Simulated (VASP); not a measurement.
# BN (Pm) in VASP: notebook, part 2 of 3

VASP 6.6.1. Earlier steps stand in the parts before.

## 3. Single point, PBE (mode 9 (1359.5 1/cm) frozen in, largest displacement +0.075 Å)

Contents of INCAR:

```
SYSTEM = BN
  PREC = Accurate
  ENCUT = 520
  EDIFF = 1E-6
  ISMEAR = 0
  SIGMA = 0.05
  LREAL = .FALSE.
  LASPH = .TRUE.
  NELM = 100
  ALGO = Normal
  ISIF = 2
  LWAVE = .FALSE.
  LCHARG = .FALSE.
  GGA = PE
  NBANDS = 16
```

Contents of KPOINTS:

```
regular mesh
0
G
  12 12 4
  0 0 0
```

Contents of POSCAR:

```
BN
1.0
    2.5039917043      0.0000000000      0.0000000000
   -1.2519958522      2.1685204268      0.0000000000
    0.0000000000      0.0000000000      6.6612000000
B N
2 2
Direct
    0.3632855092      0.6666666667      0.2500000000
    0.6666807890      0.3333333333      0.7500000000
    0.3333349382      0.6666666667      0.7500000000
    0.6435383620      0.3333333333      0.2500000000
```

Potentials or basis: VASP PAW PBE potentials, release 64 (B, N).

Run with:

```
$ cat potpaw_PBE.64/B/POTCAR potpaw_PBE.64/N/POTCAR > POTCAR
$ mpirun -np 1 vasp_std > vasp.out
```

OUTCAR:

```text
SYSTEM = BN
   PREC = Accurate
   ENCUT = 520
   EDIFF = 1E-6
   ISMEAR = 0
   LREAL = .FALSE.
   LASPH = .TRUE.
   NELM = 100
   ISIF = 2
   GGA = PE

 ion  position               nearest neighbor table
   1  0.363  0.667  0.250-   4 1.33   4 1.45   4 1.56
   2  0.667  0.333  0.750-   3 1.45   3 1.45   3 1.45
   3  0.333  0.667  0.750-   2 1.45   2 1.45   2 1.45
   4  0.644  0.333  0.250-   1 1.33   1 1.45   1 1.56

  LATTYP: Found a hexagonal cell.
 ALAT       =     2.5039917043
 C/A-ratio  =     2.6602324555

  Lattice vectors:

 A1 = (   2.5039917043,   0.0000000000,   0.0000000000)
 A2 = (  -1.2519958522,   2.1685204268,   0.0000000000)
 A3 = (   0.0000000000,   0.0000000000,   6.6612000000)

Analysis of symmetry for initial positions (statically):
=====================================================================
 Subroutine PRICEL returns:
 Original cell was already a primitive cell.

 Routine SETGRP: Setting up the symmetry group for a
 hexagonal supercell.

 Subroutine GETGRP returns: Found  2 space group operations
 (whereof  1 operations were pure point group operations)
 out of a pool of 24 trial point group operations.

The static configuration has the point symmetry C_1 .
 The point group associated with its full space group is C_1h.

Analysis of symmetry for dynamics (positions and initial velocities):
=====================================================================
 Subroutine PRICEL returns:
 Original cell was already a primitive cell.

 Routine SETGRP: Setting up the symmetry group for a
 hexagonal supercell.

 Subroutine GETGRP returns: Found  2 space group operations
 (whereof  1 operations were pure point group operations)
 out of a pool of 24 trial point group operations.

The dynamic configuration has the point symmetry C_1 .
 The point group associated with its full space group is C_1h.

 Subroutine INISYM returns: Found  2 space group operations
 (whereof  1 operations are pure point group operations),
 and found     1 'primitive' translations

----------------------------------------------------------------------------------------

                                     Primitive cell

  volume of cell :      36.1700

  direct lattice vectors                    reciprocal lattice vectors
     2.503991704  0.000000000  0.000000000     0.399362345  0.230571958  0.000000000
    -1.251995852  2.168520427  0.000000000     0.000000000  0.461143915  0.000000000
     0.000000000  0.000000000  6.661200000     0.000000000  0.000000000  0.150123101

  length of vectors
     2.503991704  2.503991704  6.661200000     0.461143915  0.461143915  0.150123101

  position of ions in fractional coordinates (direct lattice)
     0.363285509  0.666666667  0.250000000
     0.666680789  0.333333333  0.750000000
     0.333334938  0.666666667  0.750000000
     0.643538362  0.333333333  0.250000000

  ion indices of the primitive-cell ions
   primitive index   ion index
                 1           1
                 2           2
                 3           3
                 4           4

----------------------------------------------------------------------------------------

 KPOINTS: regular mesh

[... 24 lines left out ...]
  0.000000  0.000000  0.000000      1.000000
  0.083333  0.000000  0.000000      2.000000
  0.000000  0.083333  0.000000      2.000000
 -0.083333  0.083333  0.000000      2.000000
  0.166667  0.000000  0.000000      2.000000
  0.000000  0.166667  0.000000      2.000000
[... 16 lines left out ...]
  0.166667  0.083333  0.000000      2.000000
 -0.083333  0.250000  0.000000      2.000000
 [... further k-points ...]
   k-points           NKPTS =    222   k-points in BZ     NKDIM =    222   number of bands    NBANDS=     16
   number of dos      NEDOS =    301   number of ions     NIONS =      4
   total plane-waves  NPLWV =  20000
   dimension x,y,z NGX =    20 NGY =   20 NGZ =   50
   dimension x,y,z NGXF=    40 NGYF=   40 NGZF=  100
   ions per type =               2   2
   NGX,Y,Z   is equivalent  to a cutoff of  13.28, 13.28, 12.48 a.u.
   NGXF,Y,Z  is equivalent  to a cutoff of  26.56, 26.56, 24.96 a.u.
 SYSTEM =  BN
   PREC   = accura    normal or accurate (medium, high low for compatibility)
   ISTART =      0    job   : 0-new  1-cont  2-samecut
   ICHARG =      2    charge: 1-file 2-atom 10-const
   ISPIN  =      1    spin polarized calculation?
   LNONCOLLINEAR =      F non collinear calculations
   LSORBIT =      F    spin-orbit coupling
   LASPH  =      T    aspherical Exc in radial PAW
   ENCUT  =  520.0 eV  38.22 Ry    6.18 a.u.   4.66  4.66 12.39*2*pi/ulx,y,z
   NELM   =    100;   NELMIN=  2; NELMDL= -5     # of ELM steps
   EDIFF  = 0.1E-05   stopping-criterion for ELM
   LREAL  =      F    real-space projection
   EDIFFG = 0.1E-04   stopping-criterion for IOM
   NSW    =      0    number of steps for IOM
   IBRION =     -1    ionic relax: 0-MD 1-quasi-New 2-CG
   NFREE  =      0    steps in history (QN), initial steepest desc. (CG)
   ISIF   =      2    stress and relaxation
   ISYM   =      2    0-nonsym 1-usesym 2-fastsym
   POTIM  = 0.5000    time-step for ionic-motion
   TEBEG  =    0.0;   TEEND  =   0.0 temperature during run
   PSTRESS=    0.0 pullay stress
   NELECT =      16.0000    total number of electrons
   NUPDOWN=      -1.0000    fix difference up-down
   EMIN   =  10.00;   EMAX   =-10.00  energy-range for DOS
   EFERMI =   0.00;   METHOD = LEGACY
   ISMEAR =     0;   SIGMA  =   0.05  broadening in eV -4-tet -1-fermi 0-gaus
   EFERMI_NEDOS =   21; number of points for ismear=-14 and -15
   IALGO  =     38    algorithm
   IMIX   =      4    mixing-type and parameters
     AMIX     =   0.40;   BMIX     =  1.00
     AMIX_MAG =   1.60;   BMIX_MAG =  1.00
  volume/ion in A,a.u.               =       9.04        61.02
  Fermi-wavevector in a.u.,A,eV,Ry     =   1.247379  2.357205 21.170055  1.555955
  Thomas-Fermi vector in A             =   2.381514
   LORBIT       =      0    0 simple, 1 ext, 2 COOP (PROOUT), +10 PAW based schemes
   GGA     = PE    functional components
   LHFCALC =     F    Hartree Fock is set to
   AEXX    =    0.0000 exact exchange contribution
   IVDW    =     0    specifies the selected vdW correction
   LEPSILON=     F    determine dielectric tensor
   LRPA    =     F    only Hartree local field effects (RPA)
 non-spin polarized calculation
 Gauss-broadening in eV      SIGMA  =   0.05
  energy-cutoff  :      520.00
  volume of cell :       36.17
 maximum number of plane-waves:       992
   NGX =  9   NGY =  9   NGZ = 25

 number of electron      15.9999998 magnetization

 Free energy of the ion-electron system (eV)
  ---------------------------------------------------
  ext. energy  EPLUGINS =         0.00000000
  ---------------------------------------------------
  free energy    TOTEN  =       -34.78701066 eV

  energy without entropy =      -34.78701066  energy(sigma->0) =      -34.78701066

 E-fermi :   2.6535     XC(G=0): -10.0437

 val. band max:        2.4448404860   @ k =   0.0000   0.0000   0.5000
 cond. band min:       6.2080384548   @ k =   0.5000   0.5000   0.2500
 fundamental gap:      3.7631979688
 Fermi energy:         2.6534790441

 k-point     1 :       0.0000    0.0000    0.0000
  band No.  band energies     occupation
      1     -15.5599      2.00000
      2     -15.2732      2.00000
      3      -3.9741      2.00000
      4      -1.8893      2.00000
      5      -0.5558      2.00000
      6       0.9180      2.00000
[... 433 lines left out ...]
      3      -2.7976      2.00000
      4      -2.6812      2.00000
      5      -2.0482      2.00000
      6      -0.7371      2.00000
[... 8 lines left out ...]
     15      16.8487      0.00000
     16      17.6142      0.00000

 [... further k-points ...]

------------------------ aborting loop because EDIFF is reached ----------------------------------------

  FORCE on cell =-STRESS in cart. coord.  units (eV):
  Direction    XX          YY          ZZ          XY          YZ          ZX
  --------------------------------------------------------------------------------------
  -------------------------------------------------------------------------------------
  Total        2.2775012      1.6807609      0.6050383     -1.8503331      0.0000000      0.0000000
  in kB      100.8835432     74.4505060     26.8006046    -81.9618235      0.0000000      0.0000000
  external PRESSURE =      67.3782180 kB  Pullay stress =       0.0000000 kB

 VOLUME and BASIS-vectors are now :
 -----------------------------------------------------------------------------
  energy-cutoff  :      520.00
  volume of cell :       36.17
      direct lattice vectors                 reciprocal lattice vectors
     2.503991704  0.000000000  0.000000000     0.399362345  0.230571958  0.000000000
    -1.251995852  2.168520427  0.000000000     0.000000000  0.461143915  0.000000000
     0.000000000  0.000000000  6.661200000     0.000000000  0.000000000  0.150123101

 POSITION                                       TOTAL-FORCE (eV/Angst)
 -----------------------------------------------------------------------------------
      0.07500      1.44568      1.66530        -5.573469      1.172786      0.000000
      1.25203      0.72284      4.99590        -0.002632     -0.000259      0.000000
      0.00000      1.44568      4.99590        -0.001028      0.002965      0.000000
      1.19408      0.72284      1.66530         5.577129     -1.175492      0.000000
 -----------------------------------------------------------------------------------
    total drift:                                0.000167     -0.000076     -0.000000

  FREE ENERGIE OF THE ION-ELECTRON SYSTEM (eV)
  ---------------------------------------------------
  free  energy   TOTEN  =       -34.7870106561 eV

  energy  without entropy=      -34.7870106561  energy(sigma->0) =      -34.78701066
```

OSZICAR:

```text
N       E                     dE             d eps       ncg     rms          rms(c)
DAV:   1     0.497195858547E+02    0.49720E+02   -0.79741E+03  7128   0.921E+02
DAV:   2    -0.351950971056E+02   -0.84915E+02   -0.77486E+02  9848   0.223E+02
DAV:   3    -0.384654997067E+02   -0.32704E+01   -0.32577E+01  9088   0.437E+01
DAV:   4    -0.384865918904E+02   -0.21092E-01   -0.21088E-01  9128   0.388E+00
DAV:   5    -0.384867874225E+02   -0.19553E-03   -0.19553E-03  9104   0.357E-01    0.115E+01
DAV:   6    -0.351557106056E+02    0.33311E+01   -0.53616E+00  9296   0.179E+01    0.514E+00
DAV:   7    -0.348661683133E+02    0.28954E+00   -0.60728E-01  9784   0.572E+00    0.320E+00
DAV:   8    -0.347901580449E+02    0.76010E-01   -0.22909E-01  9496   0.328E+00    0.461E-01
DAV:   9    -0.347859875394E+02    0.41705E-02   -0.15746E-02  8104   0.104E+00    0.208E-01
DAV:  10    -0.347868687042E+02   -0.88116E-03   -0.13214E-03  8512   0.286E-01    0.424E-02
DAV:  11    -0.347869825974E+02   -0.11389E-03   -0.11317E-04  8704   0.854E-02    0.280E-02
DAV:  12    -0.347870094135E+02   -0.26816E-04   -0.36603E-05  7928   0.434E-02    0.372E-03
DAV:  13    -0.347870105172E+02   -0.11037E-05   -0.14956E-06  8968   0.111E-02    0.112E-03
DAV:  14    -0.347870106561E+02   -0.13894E-06   -0.20284E-07  6056   0.348E-03
   1 F= -.34787011E+02 E0= -.34787011E+02  d E =-.502849E-11
```

Wall time 86 s (1 thread of Intel Xeon Platinum 8375C at 2.90GHz (Ice Lake), shared host); peak memory 0.22 GiB.

What came out:

```
Free energy            : -34.7870 eV
Pressure               : 6.7 GPa
Largest force          : 5.700 eV/Å
Band gap on the k mesh : 3.76 eV, indirect (least direct gap 4.31 eV)
```

Forces on the atoms (eV/Å):
```
B   -5.573  1.173  0.000
B   -0.003  0.000  0.000
N   -0.001  0.003  0.000
N    5.577 -1.175  0.000
```

Caveat: the cell differs from its parent crystal (mode 9 (1359.5 1/cm) frozen in, largest displacement +0.075 Å); this functional lacks dispersion, which binds the layers, so the pressure and a relaxed spacing across them are unreliable; forces of over 1 eV/Å act on the atoms, so gaps and moduli don't describe the material at rest. A k mesh can miss the band edges.

## 4. Single point, PBE (mode 9 (1359.5 1/cm) frozen in, largest displacement +0.263 Å)

Contents of INCAR:

```
SYSTEM = BN
PREC = Accurate
ENCUT = 520
EDIFF = 1E-6
ISMEAR = 0
SIGMA = 0.05
LREAL = .False.
LASPH = .True.
NELM = 100
ALGO = Normal
ISIF = 2
LWAVE = .False.
LCHARG = .True.
GGA = PE
LELF = .True.
LVHAR = .True.
NBANDS = 16
```

Contents of KPOINTS:

```
Automatic mesh
0
Gamma
  12 12 4
  0 0 0
```

Contents of POSCAR:

```
BN
1.0
    2.5039917043      0.0000000000      0.0000000000
   -1.2519958522      2.1685204268      0.0000000000
    0.0000000000      0.0000000000      6.6612000000
B N
2 2
Direct
    0.4381659490      0.6666666667      0.2500000000
    0.6667160949      0.3333333333      0.7500000000
    0.3333389505      0.6666666667      0.7500000000
    0.5857176002      0.3333333333      0.2500000000
```

Potentials or basis: VASP PAW PBE potentials, release 64 (B, N).

Run with:

```
$ cat potpaw_PBE.64/B/POTCAR potpaw_PBE.64/N/POTCAR > POTCAR
$ mpirun -np 1 vasp_std > vasp.out
```

OUTCAR:

```text
SYSTEM = BN
   PREC = Accurate
   ENCUT = 520
   EDIFF = 1E-6
   ISMEAR = 0
   LREAL = .False.
   LASPH = .True.
   NELM = 100
   ISIF = 2
   GGA = PE

 ion  position               nearest neighbor table
   1  0.438  0.667  0.250-   4 1.07   4 1.52   4 1.86
   2  0.667  0.333  0.750-   3 1.45   3 1.45   3 1.45
   3  0.333  0.667  0.750-   2 1.45   2 1.45   2 1.45
   4  0.586  0.333  0.250-   1 1.07   1 1.52   1 1.86

  LATTYP: Found a hexagonal cell.
 ALAT       =     2.5039917043
 C/A-ratio  =     2.6602324555

  Lattice vectors:
[... 653 lines left out ...]
  Direction    XX          YY          ZZ          XY          YZ          ZX
  --------------------------------------------------------------------------------------
  -------------------------------------------------------------------------------------
  Total       18.3294630     13.8911093      0.5797690    -12.9882561      0.0000000      0.0000000
  in kB      811.9166477    615.3166026     25.6812834   -575.3240751      0.0000000      0.0000000
  external PRESSURE =     484.3048446 kB  Pullay stress =       0.0000000 kB

 VOLUME and BASIS-vectors are now :
 -----------------------------------------------------------------------------
  energy-cutoff  :      520.00
  volume of cell :       36.17
      direct lattice vectors                 reciprocal lattice vectors
     2.503991704  0.000000000  0.000000000     0.399362345  0.230571958  0.000000000
    -1.251995852  2.168520427  0.000000000     0.000000000  0.461143915  0.000000000
     0.000000000  0.000000000  6.661200000     0.000000000  0.000000000  0.150123101

 POSITION                                       TOTAL-FORCE (eV/Angst)
 -----------------------------------------------------------------------------------
      0.26250      1.44568      1.66530       -24.640176     21.105744      0.000000
      1.25212      0.72284      4.99590        -0.002469     -0.003111      0.000000
      0.00001      1.44568      4.99590        -0.015115      0.020995      0.000000
      1.04930      0.72284      1.66530        24.657759    -21.123628      0.000000
 -----------------------------------------------------------------------------------
    total drift:                               -0.000365      0.000320      0.000000

  FREE ENERGIE OF THE ION-ELECTRON SYSTEM (eV)
  ---------------------------------------------------
  free  energy   TOTEN  =       -30.1394282296 eV

  energy  without entropy=      -30.1394282296  energy(sigma->0) =      -30.13942823
```

OSZICAR:

```text
N       E                     dE             d eps       ncg     rms          rms(c)
DAV:   1     0.553641295061E+02    0.55364E+02   -0.80609E+03  7136   0.921E+02
DAV:   2    -0.323425003816E+02   -0.87707E+02   -0.80775E+02  9960   0.228E+02
DAV:   3    -0.357714407143E+02   -0.34289E+01   -0.34150E+01  8664   0.450E+01
DAV:   4    -0.357921192608E+02   -0.20679E-01   -0.20676E-01  9392   0.395E+00
DAV:   5    -0.357922944568E+02   -0.17520E-03   -0.17519E-03  8688   0.339E-01    0.139E+01
DAV:   6    -0.307323321219E+02    0.50600E+01   -0.73868E+00  9192   0.219E+01    0.600E+00
DAV:   7    -0.302275178969E+02    0.50481E+00   -0.10173E+00  9184   0.782E+00    0.341E+00
DAV:   8    -0.301381432525E+02    0.89375E-01   -0.20497E-01  9424   0.360E+00    0.626E-01
DAV:   9    -0.301387221720E+02   -0.57892E-03   -0.21365E-02  7864   0.122E+00    0.257E-01
DAV:  10    -0.301391496374E+02   -0.42747E-03   -0.14044E-03  8272   0.314E-01    0.972E-02
DAV:  11    -0.301394011893E+02   -0.25155E-03   -0.34495E-04  8720   0.163E-01    0.477E-02
DAV:  12    -0.301394251218E+02   -0.23933E-04   -0.59892E-05  9456   0.639E-02    0.130E-02
DAV:  13    -0.301394277859E+02   -0.26641E-05   -0.57931E-06  9000   0.180E-02    0.440E-03
DAV:  14    -0.301394282296E+02   -0.44364E-06   -0.10129E-06  8584   0.798E-03
   1 F= -.30139428E+02 E0= -.30139428E+02  d E =-.771597E-19
```

stdout:

```text
POSCAR found type information on POSCAR B N
 POSCAR found :  2 types and       4 ions
 scaLAPACK will be used
 LDA part: xc-table for (Slater+PW92), standard interpolation
 POSCAR, INCAR and KPOINTS ok, starting setup
 FFT: planning ... GRIDC
 FFT: planning ... GRID_SOFT
 FFT: planning ... GRID
 WAVECAR not read
 entering main loop
```

Wall time 88 s (1 thread of Intel Xeon Platinum 8375C at 2.90GHz (Ice Lake), shared host); peak memory 0.22 GiB.

What came out:

```
Free energy            : -30.1394 eV
Pressure               : 48.4 GPa
Largest force          : 32.469 eV/Å
Band gap on the k mesh : 2.62 eV, indirect (least direct gap 3.69 eV)
```

Forces on the atoms (eV/Å):
```
B   -24.640  21.106   0.000
B    -0.002  -0.003   0.000
N    -0.015   0.021   0.000
N    24.658 -21.124   0.000
```

Levels at points of the mesh, in eV from the valence-band top:
| k point | band 6 | band 7 | band 8 | band 9 | band 10 | band 11 |
| --- | --- | --- | --- | --- | --- | --- |
| (0.00, 0.00, 0.00) | -2.98 | -2.98 | 0.00 | 3.69 | 7.91 | 8.70 |
| (0.50, 0.00, 0.00) | -5.77 | -4.32 | -2.40 | 3.01 | 6.99 | 7.51 |
| (0.00, 0.50, 0.00) | -3.48 | -2.98 | -2.31 | 2.77 | 3.54 | 4.66 |
| (0.50, 0.50, 0.00) | -3.76 | -2.75 | -2.58 | 2.92 | 3.33 | 7.77 |
| (0.00, 0.00, 0.50) | -2.98 | -2.98 | 0.00 | 5.84 | 5.87 | 8.17 |
| (0.50, 0.00, 0.50) | -5.78 | -4.17 | -2.58 | 3.11 | 6.82 | 7.20 |
| (0.00, 0.50, 0.50) | -3.21 | -3.03 | -2.53 | 3.07 | 3.62 | 3.90 |
| (0.50, 0.50, 0.50) | -3.77 | -2.61 | -2.57 | 2.62 | 3.06 | 7.88 |

Caveat: the cell differs from its parent crystal (mode 9 (1359.5 1/cm) frozen in, largest displacement +0.263 Å); this functional lacks dispersion, which binds the layers, so the pressure and a relaxed spacing across them are unreliable; forces of over 1 eV/Å act on the atoms, so gaps and moduli don't describe the material at rest. A k mesh can miss the band edges.

[end of part 2 of 3]
